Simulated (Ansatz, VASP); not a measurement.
# AlN in VASP and in Ansatz

File INCAR:

```
SYSTEM = AlN
ALGO = Normal
EDIFF = 1E-6
ENCUT = 520
GGA = PE
ISIF = 2
ISMEAR = 0
LASPH = .True.
LCHARG = .True.
LELF = .True.
LREAL = .False.
LVHAR = .True.
LWAVE = .False.
NBANDS = 11
NELM = 80
PREC = Accurate
SIGMA = 0.05
```

The input KPOINTS:

```
k-points
0
Gamma
  10 10 10
  0 0 0
```

The input POSCAR:

```
AlN
1.0
    0.0000000000      2.1839935596      2.1839935596
    2.1839935596      0.0000000000      2.1839935596
    2.1839935596      2.1839935596      0.0000000000
Al N
1 1
Direct
   -0.0849890464      0.0000000000      0.0000000000
    0.7500000000      0.7500000000      0.7500000000
```

Input for Ansatz:

```yaml
crystal:
  lattice:
    - [0.0, 2.1839935596, 2.1839935596]
    - [2.1839935596, 0.0, 2.1839935596]
    - [2.1839935596, 2.1839935596, 0.0]
  atoms:
    - { symbol: Al, position: [-0.0849890464, 0.0, 0.0] }
    - { symbol: "N", position: [0.75, 0.75, 0.75] }
basis:
  ecutwfc: 420
kpoints:
  mp_grid: { grid: [10, 10, 10] }
hamiltonian:
  xc: pbe
scf:
  occupations: { method: gaussian, width: 0.05 }
output:
  forces: true
  stress: true
  eigenvalues: true
```

Change from the starting cell: all Al atoms moved +0.263 Å, as atom 1 towards its neighbour atom 1 (Al) at 3.089 Å.

Alike in both runs: task single point; functional PBE; k mesh 10 × 10 × 10; occupations gaussian, width 0.05 eV; no spin polarisation.

|  | VASP | Ansatz |
| --- | --- | --- |
| version | VASP 6.6.1 | Ansatz 0.2.0 |
| potentials or method | VASP PAW PBE potentials, release 64 (Al, N), cutoff 520 eV | scalar-relativistic, plane waves, PAW |
| valence electrons in the cell | 8 | 8 |

|  | VASP | Ansatz | Ansatz less VASP |
| --- | --- | --- | --- |
| gap on the k mesh at the Fermi level (eV) | 2.66 | 2.67 | +0.012 |
| least direct gap on the mesh (eV) | 3.44 | 3.43 | -0.009 |
| pressure (GPa) | 13.6 | 13.7 | +0.11 |
| traceless stress, the component that is largest in VASP (GPa) | 16.04 | 15.90 | -0.138 |
| rms of the force components (eV/Å) | 2.809 | 2.790 | -0.0185 |

Atom by atom the forces differ by 0.019 eV/Å (rms over components).
